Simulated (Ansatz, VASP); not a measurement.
## Two plane-wave programs on ZnO

```
Zn O
1.0
     3.23052    0.00000    0.00000
    -1.61526    2.79771    0.00000
     0.00000    0.00000    5.21394
Zn O
2 2
Direct
  0.66667 0.33333 0.50064
  0.33333 0.66667 0.00064
  0.66667 0.33333 0.87967
  0.33333 0.66667 0.37967
```

Alike in both runs: functional PBEsol; k mesh 9 × 9 × 6; occupations gaussian, width 0.02 eV; no spin polarisation.

Ansatz relaxed the structure, and its values are those at the end. VASP's run is a single point on that final structure, the one shown.

|  | VASP | Ansatz |
| --- | --- | --- |
| version | VASP 6.6.1 | Ansatz 0.2.0 |
| potentials or method | VASP PAW PBE potentials, release 64 (Zn, O), cutoff 520 eV | scalar-relativistic, plane waves, PAW |
| valence electrons in the cell | 36 | 36 |

|  | VASP | Ansatz | Ansatz less VASP |
| --- | --- | --- | --- |
| gap on the k mesh at the Fermi level (eV) | 0.69 | 0.70 | +0.014 |
| least direct gap on the mesh (eV) | 0.69 | 0.70 | +0.014 |
| pressure (GPa) | 1.0 | 0.0 | -1.01 |

VASP's potentials were made for PBE, not for PBEsol.
